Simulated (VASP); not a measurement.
Here is a VASP 6.6.1 calculation.

INCAR

```
  PREC = Accurate
  ENCUT = 520
  EDIFF = 1E-6
  ISMEAR = 0
  SIGMA = 0.15
  LREAL = False
  LASPH = True
  NELM = 80
  ALGO = Fast
  ISIF = 2
  LWAVE = False
  LCHARG = True
  GGA = PS
  LELF = True
  LVHAR = True
  NBANDS = 18
```

Contents of KPOINTS:

```
Automatic mesh
0
Gamma
  18 18 10
```

File POSCAR:

```
Au
1.0
    2.9434983866      0.0000000000      0.0000000000
   -1.4717491933      2.5491443788      0.0000000000
    0.0000000000      0.0000000000      4.7336000000
Au
2
Direct
    0.3333333333      0.6666666667      0.7500000000
    0.6666666667      0.3333333333      0.2500000000
```

Potentials or basis: VASP PAW PBE potentials, release 64 (Au).

Launch:

```console
$ cat potpaw_PBE.64/Au/POTCAR > POTCAR
$ mpirun -np 1 vasp_std > vasp.out
```

Task: Estimate the pressure.

Result: -6.4 GPa.

Task: What does it give for the band gap on the k mesh?

Result: Zero (bands 11 and 12 overlap by 6.55 eV).

Stress tensor (GPa, compression positive):
```
-7.36  0.00  0.00
 0.00 -7.36  0.00
 0.00  0.00 -4.54
```

Caveat: the cell differs from its parent crystal (strain +0.015 along x and y, -0.030 along z); the cell stands under tension; the PAW data sets were made with another functional, which shifts forces and pressure a little; spin-orbit coupling is left out, which moves the levels of the heavy elements.
